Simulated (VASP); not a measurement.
# Al (Fm-3m) in VASP: a series of runs

Al is run at these levels: PBEsol; tasks: single point, relaxation of cell and atoms.

Program: VASP 6.6.1. These are calculated values, not measurements. Logs are shortened: lines on timing, memory, paths and dates and some standing lists are left out, and cuts for length are marked.

## (1) The cell of the first run

Symmetry: Fm-3m, No. 225, cubic system. The conventional cell has a = 4.016 Å, b = 4.016 Å, c = 4.016 Å, α = 90.00°, β = 90.00°, γ = 90.00°. Within 3.7 Å of Al (site symmetry m-3m) lie 12 Al at 2.84 Å.

## (2) Single point, PBEsol

File INCAR:

```
SYSTEM = Al
PREC = Accurate
ENCUT = 500
EDIFF = 1E-6
ISMEAR = 1
SIGMA = 0.1
LREAL = .False.
LASPH = .True.
NELM = 120
ALGO = Normal
ISIF = 2
LWAVE = .False.
LCHARG = .False.
GGA = PS
NBANDS = 8
GGA_COMPAT = .False.
```

File KPOINTS:

```
Automatic mesh
0
Gamma
  18 18 18
  0 0 0
```

File POSCAR:

```
Al
1.0
    0.0000000000      2.0079138384      2.0079138384
    2.0079138384      0.0000000000      2.0079138384
    2.0079138384      2.0079138384      0.0000000000
Al
1
Direct
    0.0000000000      0.0000000000      0.0000000000
```

Potentials or basis: VASP PAW PBE potentials, release 64 (Al).

The run is started by

```
$ cat potpaw_PBE.64/Al/POTCAR > POTCAR
$ mpirun -np 1 vasp_std > vasp.out
```

OUTCAR:

```text
SYSTEM = Al
   PREC = Accurate
   ENCUT = 500
   EDIFF = 1E-6
   ISMEAR = 1
   LREAL = .False.
   LASPH = .True.
   NELM = 120
   ISIF = 2
   GGA = PS

 ion  position               nearest neighbor table
   1  0.000  0.000  0.000-

  LATTYP: Found a face centered cubic cell.
 ALAT       =     4.0158276768

  Lattice vectors:

 A1 = (   0.0000000000,   2.0079138384,   2.0079138384)
 A2 = (   2.0079138384,   0.0000000000,   2.0079138384)
 A3 = (   2.0079138384,   2.0079138384,   0.0000000000)

Analysis of symmetry for initial positions (statically):
=====================================================================
 Subroutine PRICEL returns:
 Original cell was already a primitive cell.

 Routine SETGRP: Setting up the symmetry group for a
 face centered cubic supercell.

 Subroutine GETGRP returns: Found 48 space group operations
 (whereof 48 operations were pure point group operations)
 out of a pool of 48 trial point group operations.

The static configuration has the point symmetry O_h .

Analysis of symmetry for dynamics (positions and initial velocities):
=====================================================================
 Subroutine PRICEL returns:
 Original cell was already a primitive cell.

 Routine SETGRP: Setting up the symmetry group for a
 face centered cubic supercell.

 Subroutine GETGRP returns: Found 48 space group operations
 (whereof 48 operations were pure point group operations)
 out of a pool of 48 trial point group operations.

The dynamic configuration has the point symmetry O_h .

 Subroutine INISYM returns: Found 48 space group operations
 (whereof 48 operations are pure point group operations),
 and found     1 'primitive' translations

----------------------------------------------------------------------------------------

                                     Primitive cell

  volume of cell :      16.1907

  direct lattice vectors                    reciprocal lattice vectors
     0.000000000  2.007913838  2.007913838    -0.249014669  0.249014669  0.249014669
     2.007913838  0.000000000  2.007913838     0.249014669 -0.249014669  0.249014669
     2.007913838  2.007913838  0.000000000     0.249014669  0.249014669 -0.249014669

  length of vectors
     2.839618982  2.839618982  2.839618982     0.431306059  0.431306059  0.431306059

  position of ions in fractional coordinates (direct lattice)
     0.000000000  0.000000000  0.000000000

  ion indices of the primitive-cell ions
   primitive index   ion index
[... 76 lines left out ...]
   NSW    =      0    number of steps for IOM
   IBRION =     -1    ionic relax: 0-MD 1-quasi-New 2-CG
   NFREE  =      0    steps in history (QN), initial steepest desc. (CG)
   ISIF   =      2    stress and relaxation
   ISYM   =      2    0-nonsym 1-usesym 2-fastsym
   POTIM  = 0.5000    time-step for ionic-motion
   TEBEG  =    0.0;   TEEND  =   0.0 temperature during run
   PSTRESS=    0.0 pullay stress
   NELECT =       3.0000    total number of electrons
   NUPDOWN=      -1.0000    fix difference up-down
   EMIN   =  10.00;   EMAX   =-10.00  energy-range for DOS
   EFERMI =   0.00;   METHOD = LEGACY
   ISMEAR =     1;   SIGMA  =   0.10  broadening in eV -4-tet -1-fermi 0-gaus
   EFERMI_NEDOS =   21; number of points for ismear=-14 and -15
   IALGO  =     38    algorithm
   IMIX   =      4    mixing-type and parameters
     AMIX     =   0.40;   BMIX     =  1.00
     AMIX_MAG =   1.60;   BMIX_MAG =  1.00
  volume/ion in A,a.u.               =      16.19       109.26
  Fermi-wavevector in a.u.,A,eV,Ry     =   0.933312  1.763704 11.851644  0.871071
  Thomas-Fermi vector in A             =   2.060000
   LORBIT       =      0    0 simple, 1 ext, 2 COOP (PROOUT), +10 PAW based schemes
   GGA     = PS    functional components
   LHFCALC =     F    Hartree Fock is set to
   AEXX    =    0.0000 exact exchange contribution
   IVDW    =     0    specifies the selected vdW correction
   LEPSILON=     F    determine dielectric tensor
   LRPA    =     F    only Hartree local field effects (RPA)
 non-spin polarized calculation
 Methfessel and Paxton  Order N= 1 SIGMA  =   0.10
  energy-cutoff  :      500.00
  volume of cell :       16.19
 maximum number of plane-waves:       424
 NGX is ok and might be reduce to    24
   NGX = 11   NGY = 11   NGZ = 11

 number of electron       3.0000000 magnetization

 Free energy of the ion-electron system (eV)
  ---------------------------------------------------
  ext. energy  EPLUGINS =         0.00000000
  ---------------------------------------------------
  free energy    TOTEN  =        -4.08917754 eV

  energy without entropy =       -4.08847114  energy(sigma->0) =       -4.08894208

 E-fermi :   8.1396     XC(G=0): -10.3260

 val. band max:        8.1246210673   @ k =  -0.2778   0.2778   0.0556
 cond. band min:       8.1475329112   @ k =  -0.4444   0.3333   0.1111
 fundamental gap:      0.0229118438
 Fermi energy:         8.1395946896

 k-point     1 :       0.0000    0.0000    0.0000
  band No.  band energies     occupation
      1      -3.1128      2.00000
      2      20.8482      0.00000
      3      20.8482      0.00000
      4      20.8482      0.00000
      5      22.4838      0.00000
      6      22.4838      0.00000
      7      22.4838      0.00000
      8      24.7709      0.00000
[... 243 lines left out ...]
 k-point    24 :      -0.2222    0.0556    0.0000
  band No.  band energies     occupation
      1      -1.4518      2.00000
      2      12.0251      0.00000
      3      17.5361      0.00000
      4      20.4140      0.00000
      5      22.1725      0.00000
      6      23.2546      0.00000
      7      23.6967      0.00000
      8      25.9074      0.00000

 [... further k-points ...]

------------------------ aborting loop because EDIFF is reached ----------------------------------------

  FORCE on cell =-STRESS in cart. coord.  units (eV):
  Direction    XX          YY          ZZ          XY          YZ          ZX
  --------------------------------------------------------------------------------------
  -------------------------------------------------------------------------------------
  Total        0.0017215      0.0017215      0.0017215      0.0000000      0.0000000     -0.0000000
  in kB        0.1703531      0.1703531      0.1703531      0.0000000      0.0000000     -0.0000000
  external PRESSURE =       0.1703531 kB  Pullay stress =       0.0000000 kB

 VOLUME and BASIS-vectors are now :
 -----------------------------------------------------------------------------
  energy-cutoff  :      500.00
  volume of cell :       16.19
      direct lattice vectors                 reciprocal lattice vectors
     0.000000000  2.007913838  2.007913838    -0.249014669  0.249014669  0.249014669
     2.007913838  0.000000000  2.007913838     0.249014669 -0.249014669  0.249014669
     2.007913838  2.007913838  0.000000000     0.249014669  0.249014669 -0.249014669

 POSITION                                       TOTAL-FORCE (eV/Angst)
 -----------------------------------------------------------------------------------
      0.00000      0.00000      0.00000         0.000000      0.000000      0.000000
 -----------------------------------------------------------------------------------
    total drift:                               -0.000000      0.000000     -0.000000

  FREE ENERGIE OF THE ION-ELECTRON SYSTEM (eV)
  ---------------------------------------------------
  free  energy   TOTEN  =        -4.0891775439 eV

  energy  without entropy=       -4.0884711388  energy(sigma->0) =       -4.08894208
```

OSZICAR:

```text
N       E                     dE             d eps       ncg     rms          rms(c)
DAV:   1    -0.273762925574E+01   -0.27376E+01   -0.85517E+02  3120   0.199E+02
DAV:   2    -0.411073411420E+01   -0.13731E+01   -0.13358E+01  4416   0.188E+01
DAV:   3    -0.411796523219E+01   -0.72311E-02   -0.72241E-02  3992   0.151E+00
DAV:   4    -0.411798299759E+01   -0.17765E-04   -0.17766E-04  4776   0.649E-02
DAV:   5    -0.411798303479E+01   -0.37204E-07   -0.36747E-07  4144   0.176E-03    0.143E+00
DAV:   6    -0.410079414758E+01    0.17189E-01   -0.21131E-03  4128   0.192E-01    0.811E-01
DAV:   7    -0.408919385412E+01    0.11600E-01   -0.57763E-03  4104   0.307E-01    0.171E-01
DAV:   8    -0.408917832311E+01    0.15531E-04   -0.20041E-05  4512   0.305E-02    0.110E-02
DAV:   9    -0.408917754385E+01    0.77926E-06   -0.38856E-07  4376   0.284E-03
   1 F= -.40891775E+01 E0= -.40889421E+01  d E =-.706405E-03
```

stdout:

```text
POSCAR found type information on POSCAR Al
 POSCAR found :  1 types and       1 ions
 scaLAPACK will be used
 -----------------------------------------------------------------------------
|                                                                             |
|                                                                             |
|     You enforced a specific xc type in the INCAR file but a different       |
|     I HOPE YOU KNOW WHAT YOU ARE DOING!                                     |
|                                                                             |
 -----------------------------------------------------------------------------

 LDA part: xc-table for (Slater+PW92), standard interpolation
 POSCAR, INCAR and KPOINTS ok, starting setup
 FFT: planning ... GRIDC
 FFT: planning ... GRID_SOFT
 FFT: planning ... GRID
 WAVECAR not read
 entering main loop
```

It took 5.8 s on 1 thread of Intel Xeon 6975P-C (Granite Rapids), shared host; peak memory 0.14 GiB.

What came out:

| Item | Value |
| --- | --- |
| Free energy | -4.0892 eV |
| Pressure | 0.0 GPa |
| Band gap on the k mesh | zero (an odd number of electrons rules out a gap without spin polarisation) |

Caveat: the PAW data sets were made with another functional, which shifts forces and pressure a little.

(Part 1 of 2 ends here.)
